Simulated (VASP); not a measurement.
# Mo (Fm-3m) in VASP: further runs

The runs below take Mo through single point, with PBE.

Program: VASP 6.6.1. These are calculated values, not measurements. Logs are shortened: lines on timing, memory, paths and dates and some standing lists are left out, and cuts for length are marked.

### 1 The cell of the first run

The structure is cubic, space group Fm-3m (No. 225). The conventional cell has a = 4.003 Å, b = 4.003 Å, c = 4.003 Å, α = 90.00°, β = 90.00°, γ = 90.00°. Within 3.7 Å of Mo (site symmetry m-3m) lie 12 Mo at 2.83 Å.

### 2 Single point, PBE

The input, INCAR:

```
SYSTEM = Mo
PREC     = Accurate       ! precision mode
ENCUT    = 500            ! plane-wave cutoff, eV
EDIFF    = 1E-6           ! SCF threshold, eV
ISMEAR   = -1             ! smearing method
SIGMA    = 0.1            ! smearing width, eV
LREAL    = .False.        ! projectors in reciprocal space
LASPH    = .True.         ! aspherical terms in the spheres
NELM     = 120            ! most SCF steps
ALGO     = Normal         ! electronic algorithm
ISIF     = 2              ! what is computed and relaxed
LWAVE    = .False.        ! write WAVECAR
LCHARG   = .False.        ! write CHGCAR
GGA      = PE             ! functional
NBANDS   = 13             ! bands
GGA_COMPAT= .False.
```

The input, KPOINTS:

```
regular mesh
0
Gamma
  7 7 7
  0 0 0
```

The input, POSCAR:

```
Mo
1.0
    0.0000000000      2.0015221385      2.0015221385
    2.0015221385      0.0000000000      2.0015221385
    2.0015221385      2.0015221385      0.0000000000
Mo
1
Direct
    0.0000000000      0.0000000000      0.0000000000
```

Potentials or basis: VASP PAW PBE potentials, release 64 (Mo_sv).

On the command line:

```
cat potpaw_PBE.64/Mo_sv/POTCAR > POTCAR
mpirun -np 1 vasp_std > vasp.out
```

OUTCAR:

```text
SYSTEM = Mo
   PREC = Accurate
   ENCUT = 500
   EDIFF = 1E-6
   ISMEAR = -1
   LREAL = .False.
   LASPH = .True.
   NELM = 120
   ISIF = 2
   GGA = PE

 ion  position               nearest neighbor table
   1  0.000  0.000  0.000-

  LATTYP: Found a face centered cubic cell.
 ALAT       =     4.0030442770

  Lattice vectors:

 A1 = (   0.0000000000,   2.0015221385,   2.0015221385)
 A2 = (   2.0015221385,   0.0000000000,   2.0015221385)
 A3 = (   2.0015221385,   2.0015221385,   0.0000000000)

Analysis of symmetry for initial positions (statically):
=====================================================================
 Subroutine PRICEL returns:
 Original cell was already a primitive cell.

 Routine SETGRP: Setting up the symmetry group for a
 face centered cubic supercell.

 Subroutine GETGRP returns: Found 48 space group operations
 (whereof 48 operations were pure point group operations)
 out of a pool of 48 trial point group operations.

The static configuration has the point symmetry O_h .

Analysis of symmetry for dynamics (positions and initial velocities):
=====================================================================
 Subroutine PRICEL returns:
 Original cell was already a primitive cell.

 Routine SETGRP: Setting up the symmetry group for a
 face centered cubic supercell.

 Subroutine GETGRP returns: Found 48 space group operations
 (whereof 48 operations were pure point group operations)
 out of a pool of 48 trial point group operations.

The dynamic configuration has the point symmetry O_h .

 Subroutine INISYM returns: Found 48 space group operations
 (whereof 48 operations are pure point group operations),
 and found     1 'primitive' translations

----------------------------------------------------------------------------------------

                                     Primitive cell

  volume of cell :      16.0366

  direct lattice vectors                    reciprocal lattice vectors
     0.000000000  2.001522138  2.001522138    -0.249809877  0.249809877  0.249809877
     2.001522138  0.000000000  2.001522138     0.249809877 -0.249809877  0.249809877
     2.001522138  2.001522138  0.000000000     0.249809877  0.249809877 -0.249809877

  length of vectors
     2.830579754  2.830579754  2.830579754     0.432683400  0.432683400  0.432683400

  position of ions in fractional coordinates (direct lattice)
     0.000000000  0.000000000  0.000000000

  ion indices of the primitive-cell ions
   primitive index   ion index
                 1           1

----------------------------------------------------------------------------------------

 KPOINTS: regular mesh

Automatic generation of k-mesh.
 Grid dimensions read from file:
 generate k-points for:    7    7    7

 Generating k-lattice:

  Cartesian coordinates                     Fractional coordinates (reciprocal lattice)
    -0.035687125  0.035687125  0.035687125     0.142857143  0.000000000  0.000000000
     0.035687125 -0.035687125  0.035687125     0.000000000  0.142857143  0.000000000
     0.035687125  0.035687125 -0.035687125     0.000000000  0.000000000  0.142857143

  Length of vectors
     0.061811914  0.061811914  0.061811914

  Shift w.r.t. Gamma in fractional coordinates (k-lattice)
     0.000000000  0.000000000  0.000000000

 Subroutine IBZKPT returns following result:
 ===========================================

 Found     20 irreducible k-points:

 Following reciprocal coordinates:
            Coordinates               Weight
  0.000000  0.000000  0.000000      1.000000
  0.142857  0.000000  0.000000      8.000000
  0.285714  0.000000  0.000000      8.000000
  0.428571  0.000000  0.000000      8.000000
  0.142857  0.142857  0.000000      6.000000
  0.285714  0.142857  0.000000     24.000000
[... 12 lines left out ...]
 -0.428571  0.428571  0.142857     24.000000
 -0.285714  0.428571  0.142857     24.000000
   k-points           NKPTS =     20   k-points in BZ     NKDIM =     20   number of bands    NBANDS=     13
   number of dos      NEDOS =    301   number of ions     NIONS =      1
   total plane-waves  NPLWV =  13824
   dimension x,y,z NGX =    24 NGY =   24 NGZ =   24
   dimension x,y,z NGXF=    48 NGYF=   48 NGZF=   48
   ions per type =               1
   NGX,Y,Z   is equivalent  to a cutoff of  14.10, 14.10, 14.10 a.u.
   NGXF,Y,Z  is equivalent  to a cutoff of  28.19, 28.19, 28.19 a.u.
 SYSTEM =  Mo
   PREC   = accura    normal or accurate (medium, high low for compatibility)
   ISTART =      0    job   : 0-new  1-cont  2-samecut
   ICHARG =      2    charge: 1-file 2-atom 10-const
   ISPIN  =      1    spin polarized calculation?
   LNONCOLLINEAR =      F non collinear calculations
   LSORBIT =      F    spin-orbit coupling
   LASPH  =      T    aspherical Exc in radial PAW
   ENCUT  =  500.0 eV  36.75 Ry    6.06 a.u.   5.16  5.16  5.16*2*pi/ulx,y,z
   NELM   =    120;   NELMIN=  2; NELMDL= -5     # of ELM steps
   EDIFF  = 0.1E-05   stopping-criterion for ELM
   LREAL  =      F    real-space projection
   EDIFFG = 0.1E-04   stopping-criterion for IOM
   NSW    =      0    number of steps for IOM
   IBRION =     -1    ionic relax: 0-MD 1-quasi-New 2-CG
   NFREE  =      0    steps in history (QN), initial steepest desc. (CG)
   ISIF   =      2    stress and relaxation
   ISYM   =      2    0-nonsym 1-usesym 2-fastsym
   POTIM  = 0.5000    time-step for ionic-motion
   TEBEG  =    0.0;   TEEND  =   0.0 temperature during run
   PSTRESS=    0.0 pullay stress
   NELECT =      14.0000    total number of electrons
   NUPDOWN=      -1.0000    fix difference up-down
   EMIN   =  10.00;   EMAX   =-10.00  energy-range for DOS
   EFERMI =   0.00;   METHOD = LEGACY
   ISMEAR =    -1;   SIGMA  =   0.10  broadening in eV -4-tet -1-fermi 0-gaus
   EFERMI_NEDOS =   21; number of points for ismear=-14 and -15
   IALGO  =     38    algorithm
   IMIX   =      4    mixing-type and parameters
     AMIX     =   0.40;   BMIX     =  1.00
     AMIX_MAG =   1.60;   BMIX_MAG =  1.00
  volume/ion in A,a.u.               =      16.04       108.22
  Fermi-wavevector in a.u.,A,eV,Ry     =   1.564638  2.956736 33.308300  2.448091
  Thomas-Fermi vector in A             =   2.667232
   LORBIT       =      0    0 simple, 1 ext, 2 COOP (PROOUT), +10 PAW based schemes
   GGA     = PE    functional components
   LHFCALC =     F    Hartree Fock is set to
   AEXX    =    0.0000 exact exchange contribution
   IVDW    =     0    specifies the selected vdW correction
   LEPSILON=     F    determine dielectric tensor
   LRPA    =     F    only Hartree local field effects (RPA)
 non-spin polarized calculation
  energy-cutoff  :      500.00
  volume of cell :       16.04
 maximum number of plane-waves:       418
 NGX is ok and might be reduce to    24
   NGX = 11   NGY = 11   NGZ = 11

 number of electron      14.0000000 magnetization

 Free energy of the ion-electron system (eV)
  ---------------------------------------------------
  ext. energy  EPLUGINS =         0.00000000
  ---------------------------------------------------
  free energy    TOTEN  =       -10.51294906 eV

  energy without entropy =      -10.45514653  energy(sigma->0) =      -10.48404779

 E-fermi :  11.8181     XC(G=0): -13.2223

 val. band max:       11.7704087084   @ k =   0.4286   0.1429   0.0000
 cond. band min:      11.8318140533   @ k =  -0.4286   0.4286   0.1429
 fundamental gap:      0.0614053449
 Fermi energy:        11.8180834293

 k-point     1 :       0.0000    0.0000    0.0000
  band No.  band energies     occupation
      1     -48.8976      2.00000
      2     -22.2460      2.00000
      3     -22.2460      2.00000
      4     -22.2460      2.00000
      5       5.0425      2.00000
      6      11.0813      1.99874
      7      11.0813      1.99874
      8      11.0813      1.99874
      9      13.7600      0.00000
     10      13.7600      0.00000
     11      24.8646      0.00000
     12      30.1237      0.00000
     13      30.1237      0.00000

 k-point     2 :       0.1429    0.0000    0.0000
  band No.  band energies     occupation
      1     -48.8560      2.00000
      2     -22.5037      2.00000
      3     -22.2785      2.00000
      4     -22.2785      2.00000
      5       5.8225      2.00000
      6      10.6246      1.99999
      7      11.3894      1.97289
      8      11.3894      1.97289
      9      13.5593      0.00000
     10      13.5593      0.00000
     11      26.2348      0.00000
     12      27.8044      0.00000
     13      31.5608      0.00000

 k-point     3 :       0.2857    0.0000    0.0000
  band No.  band energies     occupation
      1     -48.7615      2.00000
      2     -23.0600      2.00000
      3     -22.3506      2.00000
      4     -22.3506      2.00000
      5       7.1383      2.00000
      6      10.7168      1.99997
      7      11.3891      1.97295
      8      11.3891      1.97295
      9      14.1709      0.00000
     10      14.1709      0.00000
     11      24.7955      0.00000
     12      28.0828      0.00000
     13      35.0669      0.00000
[... 241 lines left out ...]
 k-point    19 :      -0.4286    0.4286    0.1429
  band No.  band energies     occupation
      1     -48.6115      2.00000
      2     -23.3073      2.00000
      3     -22.8327      2.00000
      4     -22.6841      2.00000
      5       7.8134      2.00000
      6       8.4522      2.00000
      7      11.8318      0.93145
      8      14.3021      0.00000
      9      15.8908      0.00000
     10      19.2702      0.00000
     11      24.2312      0.00000
     12      24.6548      0.00000
     13      26.9370      0.00000

 k-point    20 :      -0.2857    0.4286    0.1429
  band No.  band energies     occupation
      1     -48.6049      2.00000
      2     -23.1477      2.00000
      3     -23.0707      2.00000
      4     -22.6632      2.00000
      5       8.3738      2.00000
      6       9.3754      2.00000
      7      10.6609      1.99998
      8      13.2486      0.00000
      9      15.8931      0.00000
     10      21.3200      0.00000
     11      22.5816      0.00000
     12      24.8370      0.00000
     13      26.9880      0.00000

------------------------ aborting loop because EDIFF is reached ----------------------------------------

  FORCE on cell =-STRESS in cart. coord.  units (eV):
  Direction    XX          YY          ZZ          XY          YZ          ZX
  --------------------------------------------------------------------------------------
  -------------------------------------------------------------------------------------
  Total       -0.0188482     -0.0188482     -0.0188482     -0.0000000      0.0000000      0.0000000
  in kB       -1.8830804     -1.8830804     -1.8830804     -0.0000000      0.0000000      0.0000000
  external PRESSURE =      -1.8830804 kB  Pullay stress =       0.0000000 kB

 VOLUME and BASIS-vectors are now :
 -----------------------------------------------------------------------------
  energy-cutoff  :      500.00
  volume of cell :       16.04
      direct lattice vectors                 reciprocal lattice vectors
     0.000000000  2.001522138  2.001522138    -0.249809877  0.249809877  0.249809877
     2.001522138  0.000000000  2.001522138     0.249809877 -0.249809877  0.249809877
     2.001522138  2.001522138  0.000000000     0.249809877  0.249809877 -0.249809877

 POSITION                                       TOTAL-FORCE (eV/Angst)
 -----------------------------------------------------------------------------------
      0.00000      0.00000      0.00000         0.000000     -0.000000      0.000000
 -----------------------------------------------------------------------------------
    total drift:                                0.000000      0.000000      0.000000

  FREE ENERGIE OF THE ION-ELECTRON SYSTEM (eV)
  ---------------------------------------------------
  free  energy   TOTEN  =       -10.5129490557 eV

  energy  without entropy=      -10.4551465340  energy(sigma->0) =      -10.48404779
```

It took 9.4 s on 1 thread of Intel Xeon 8259CL, shared host; peak memory 0.14 GiB.

What came out:

```yaml
Free_energy: -10.5129 eV
Pressure: -0.2 GPa
Band_gap_on_the_k_mesh: zero (band 7 reaches 15.01 eV, above the bottom of band 8 at 11.08 eV)
```

Caveat: the k points lie up to 0.39 Å⁻¹ apart.

### 3 Single point, PBE

The input, INCAR:

```
SYSTEM = Mo
ALGO = Normal
EDIFF = 1E-6
ENCUT = 520
GGA = PE
ISIF = 2
ISMEAR = -1
LASPH = .True.
LCHARG = .False.
LREAL = .False.
LWAVE = .False.
NBANDS = 13
NELM = 80
PREC = Accurate
SIGMA = 0.1
```

The input, KPOINTS:

```
k-points
0
Gamma
  14 14 14
  0 0 0
```

The input, POSCAR:

```
Mo
1.0
    0.0000000000      2.0015221387      2.0015221387
    2.0015221387      0.0000000000      2.0015221387
    2.0015221387      2.0015221387      0.0000000000
Mo
1
Direct
    0.0000000000      0.0000000000      0.0000000000
```

Potentials or basis: VASP PAW PBE potentials, release 64 (Mo_sv).

On the command line:

```
cat potpaw_PBE.64/Mo_sv/POTCAR > POTCAR
mpirun -np 1 vasp_std > vasp.out
```

OUTCAR:

```text
SYSTEM = Mo
   EDIFF = 1E-6
   ENCUT = 520
   GGA = PE
   ISIF = 2
   ISMEAR = -1
   LASPH = .True.
   LREAL = .False.
   NELM = 80
   PREC = Accurate

 ion  position               nearest neighbor table
   1  0.000  0.000  0.000-

  LATTYP: Found a face centered cubic cell.
 ALAT       =     4.0030442774

  Lattice vectors:

 A1 = (   0.0000000000,   2.0015221387,   2.0015221387)
 A2 = (   2.0015221387,   0.0000000000,   2.0015221387)
 A3 = (   2.0015221387,   2.0015221387,   0.0000000000)

Analysis of symmetry for initial positions (statically):
=====================================================================
 Subroutine PRICEL returns:
 Original cell was already a primitive cell.

 Routine SETGRP: Setting up the symmetry group for a
 face centered cubic supercell.

 Subroutine GETGRP returns: Found 48 space group operations
 (whereof 48 operations were pure point group operations)
 out of a pool of 48 trial point group operations.

The static configuration has the point symmetry O_h .

Analysis of symmetry for dynamics (positions and initial velocities):
=====================================================================
 Subroutine PRICEL returns:
 Original cell was already a primitive cell.

 Routine SETGRP: Setting up the symmetry group for a
[... 160 lines left out ...]
  band No.  band energies     occupation
      1     -48.9347      2.00000
      2     -22.2804      2.00000
      3     -22.2804      2.00000
      4     -22.2804      2.00000
      5       5.0418      2.00000
      6      11.0646      1.99866
      7      11.0646      1.99866
      8      11.0646      1.99866
      9      13.7377      0.00000
     10      13.7377      0.00000
     11      24.8705      0.00000
     12      30.1230      0.00000
     13      30.1230      0.00000
[... 354 lines left out ...]
  band No.  band energies     occupation
      1     -48.8028      2.00000
      2     -22.9383      2.00000
      3     -22.4565      2.00000
      4     -22.4434      2.00000
      5       7.3634      2.00000
      6       9.6180      2.00000
      7      11.3140      1.98387
      8      12.1239      0.07209
      9      13.4585      0.00000
     10      14.6372      0.00000
     11      26.6811      0.00000
     12      28.9540      0.00000
     13      31.5254      0.00000

 [... further k-points ...]
[... 5 lines left out ...]
  --------------------------------------------------------------------------------------
  -------------------------------------------------------------------------------------
  Total        0.0440608      0.0440608      0.0440608     -0.0000000      0.0000000      0.0000000
  in kB        4.4020224      4.4020224      4.4020224     -0.0000000      0.0000000      0.0000000
  external PRESSURE =       4.4020224 kB  Pullay stress =       0.0000000 kB

 VOLUME and BASIS-vectors are now :
 -----------------------------------------------------------------------------
  energy-cutoff  :      520.00
  volume of cell :       16.04
      direct lattice vectors                 reciprocal lattice vectors
     0.000000000  2.001522139  2.001522139    -0.249809877  0.249809877  0.249809877
     2.001522139  0.000000000  2.001522139     0.249809877 -0.249809877  0.249809877
     2.001522139  2.001522139  0.000000000     0.249809877  0.249809877 -0.249809877

 POSITION                                       TOTAL-FORCE (eV/Angst)
 -----------------------------------------------------------------------------------
      0.00000      0.00000      0.00000         0.000000     -0.000000     -0.000000
 -----------------------------------------------------------------------------------
    total drift:                                0.000000      0.000000      0.000000

  FREE ENERGIE OF THE ION-ELECTRON SYSTEM (eV)
  ---------------------------------------------------
  free  energy   TOTEN  =       -10.5331990919 eV

  energy  without entropy=      -10.4912915506  energy(sigma->0) =      -10.51224532
```

stdout:

```text
POSCAR found type information on POSCAR Mo
 POSCAR found :  1 types and       1 ions
 scaLAPACK will be used
 LDA part: xc-table for (Slater+PW92), standard interpolation
 POSCAR, INCAR and KPOINTS ok, starting setup
 FFT: planning ... GRIDC
 FFT: planning ... GRID_SOFT
 FFT: planning ... GRID
 WAVECAR not read
 entering main loop
```

Wall time 14 s (1 thread of Intel Xeon 8259CL, shared host); peak memory 0.15 GiB.

Results:

* Free energy: -10.5332 eV
* Pressure: 0.4 GPa
* Band gap on the k mesh: zero (band 7 reaches 15.75 eV, above the bottom of band 8 at 11.06 eV)

Levels at points of the mesh, in eV from the Fermi level:
| k point | band 4 | band 5 | band 6 | band 7 | band 8 | band 9 | band 10 | band 11 |
| --- | --- | --- | --- | --- | --- | --- | --- | --- |
| (0.00, 0.00, 0.00) | -34.08 | -6.75 | -0.73 | -0.73 | -0.73 | 1.94 | 1.94 | 13.08 |
| (0.50, 0.00, 0.00) | -34.25 | -4.62 | -0.91 | -0.91 | 1.53 | 4.00 | 4.00 | 11.07 |
| (0.50, 0.50, 0.00) | -34.54 | -4.97 | -4.29 | 3.96 | 4.00 | 4.58 | 4.58 | 12.45 |
